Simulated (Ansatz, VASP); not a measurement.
**CsPbCl3: VASP beside Ansatz**

File INCAR:

```
SYSTEM = CsPbCl3
PREC     = Accurate       ! precision mode
ENCUT    = 520            ! plane-wave cutoff, eV
EDIFF    = 1E-7           ! SCF threshold, eV
ISMEAR   = 0              ! smearing method
SIGMA    = 0.05           ! smearing width, eV
LREAL    = .False.        ! projectors in reciprocal space
LASPH    = .True.         ! aspherical terms in the spheres
NELM     = 60             ! most SCF steps
ALGO     = Normal         ! electronic algorithm
ISIF     = 2              ! what is computed and relaxed
LWAVE    = .False.        ! write WAVECAR
LCHARG   = .True.         ! write CHGCAR
GGA      = PS             ! functional
LELF     = .True.         ! ELF
LVHAR    = .True.       
NBANDS   = 30             ! bands
```

Contents of KPOINTS:

```
regular mesh
0
Gamma
  6 6 6
  0 0 0
```

POSCAR

```
CsPbCl3
1.0
    5.3247500000      0.0000000000      0.0000000000
    0.0000000000      5.3247500000      0.0000000000
    0.0000000000      0.0000000000      5.3247500000
Cs Pb Cl
1 1 3
Direct
    0.0000000000      0.0000000000      0.0000000000
    0.5000000000      0.5000000000      0.5000000000
    0.0000000000      0.5000000000      0.5000000000
    0.5000000000      0.0000000000      0.5000000000
    0.5000000000      0.5000000000      0.0000000000
```

Input for Ansatz:

```yaml
crystal:
  lattice:
    - [5.32475, 0.0, 0.0]
    - [0.0, 5.32475, 0.0]
    - [0.0, 0.0, 5.32475]
  atoms:
    - { symbol: Cs, position: [0.0, 0.0, 0.0] }
    - { symbol: Pb, position: [0.5, 0.5, 0.5] }
    - { symbol: Cl, position: [0.0, 0.5, 0.5] }
    - { symbol: Cl, position: [0.5, 0.0, 0.5] }
    - { symbol: Cl, position: [0.5, 0.5, 0.0] }
basis:
  ecutwfc: 420
kpoints:
  mp_grid: { grid: [6, 6, 6] }
hamiltonian:
  xc: pbesol
scf:
  occupations: { method: gaussian, width: 0.05 }
output:
  forces: true
  stress: true
  eigenvalues: true
```

Change from the starting cell: strain -0.050 along x and y, -0.050 along z, atoms carried along.

Alike in both runs: task single point; functional PBEsol; k mesh 6 × 6 × 6; occupations gaussian, width 0.05 eV; no spin polarisation.

|  | VASP | Ansatz |
| --- | --- | --- |
| version | VASP 6.6.1 | Ansatz 0.2.0 |
| potentials or method | VASP PAW PBE potentials, release 64 (Cs_sv, Pb_d, Cl), cutoff 520 eV | scalar-relativistic, plane waves, PAW |
| valence electrons in the cell | 44 | 44 |

```tsv
	VASP	Ansatz	Ansatz less VASP
gap on the k mesh at the Fermi level (eV)	0.96	0.95	-0.011
least direct gap on the mesh (eV)	0.96	0.95	-0.011
pressure (GPa)	5.9	5.9	+0.02
```

VASP's potentials were made for PBE, not for PBEsol. With one functional, cell and mesh, what is left measures potentials, basis and numerics.

Spin-orbit coupling is off throughout.
